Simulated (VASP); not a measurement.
**HPbNO4: single point with PBE**

Crystal: HPbNO4.

```
CELL_PARAMETERS angstrom
4.19923 0.11117 0.16817
-1.76085 -1.25259 -6.37267
-0.36723 7.67147 0.08319
ATOMIC_POSITIONS crystal
H 0.23246 0.37204 0.34101
H 0.73246 0.37204 0.84101
Pb 0.60862 0.11648 0.46436
Pb 0.10862 0.11648 0.96436
N 0.40100 0.69829 0.14431
N 0.90100 0.69829 0.64431
O 0.15636 0.21595 0.32528
O 0.65636 0.21595 0.82528
O 0.49884 0.88705 0.11190
O 0.99884 0.88705 0.61190
O 0.32892 0.54144 0.01788
O 0.82892 0.54144 0.51788
O 0.38043 0.67725 0.30316
O 0.88043 0.67725 0.80316
```

```
Program             : VASP 6.6.1
Task                : single point
Functional          : PBE
Potentials or basis : VASP PAW PBE potentials, release 64 (H, Pb_d, N, O)
Cutoff              : 600 eV
k mesh              : 4 × 2 × 2
Occupations         : gaussian, width 0.1 eV
Spin                : no spin polarisation
```

* Pressure: 0.5 GPa
* Largest force: 0.416 eV/Å
* Band gap on the k mesh: 2.80 eV

Forces in eV/Å, atoms in the order of the input:
```
H    0.003 -0.008 -0.106
H    0.003 -0.008 -0.106
Pb   0.002  0.006  0.001
Pb   0.002  0.006  0.001
N    0.007 -0.047 -0.079
N    0.007 -0.047 -0.079
O   -0.003  0.005  0.096
O   -0.003  0.005  0.096
O    0.022 -0.114 -0.290
O    0.022 -0.114 -0.290
O    0.003 -0.252  0.331
O    0.003 -0.252  0.331
O   -0.034  0.409  0.047
O   -0.034  0.409  0.047
```

Stress tensor (GPa, compression positive):
```
-0.30 -0.05 -0.03
-0.05  0.83 -0.10
-0.03 -0.10  0.85
```

Levels at points of the mesh, in eV from the valence-band top:
```csv
k point,band 40,band 41,band 42,band 43,band 44,band 45,band 46,band 47,band 48,band 49
"(0.00, 0.00, 0.00)",-1.42,-1.36,-0.74,-0.65,-0.10,2.93,3.54,4.05,4.31,5.17
"(0.50, 0.00, 0.00)",-1.52,-0.65,-0.65,-0.16,-0.16,3.08,3.08,4.53,4.53,5.37
"(0.00, 0.50, 0.00)",-1.47,-1.30,-0.92,-0.44,-0.21,2.96,3.44,3.77,3.86,5.46
"(0.50, 0.50, 0.00)",-1.54,-0.65,-0.65,-0.15,-0.15,3.05,3.05,4.55,4.55,5.37
"(0.00, 0.00, 0.50)",-1.48,-0.83,-0.83,-0.49,-0.49,3.25,3.25,4.19,4.19,4.99
"(0.50, 0.00, 0.50)",-1.49,-0.69,-0.62,-0.32,-0.24,3.08,3.18,4.11,4.53,5.42
"(0.00, 0.50, 0.50)",-1.56,-0.68,-0.68,-0.58,-0.58,3.21,3.21,4.12,4.12,4.99
"(0.50, 0.50, 0.50)",-1.56,-0.75,-0.58,-0.28,-0.25,3.01,3.22,4.09,4.59,5.32
```

Wall time 2.5 min on 1 thread of Intel(R) Xeon(R) Platinum 8488C (Sapphire Rapids), with other jobs on the host, peak memory 0.43 GiB.

Caveat: the k points lie up to 0.50 Å⁻¹ apart; the standard files for N, O and F lose accuracy on very short bonds; spin-orbit coupling is left out, which moves the levels of the heavy elements. A k mesh can miss the band edges.
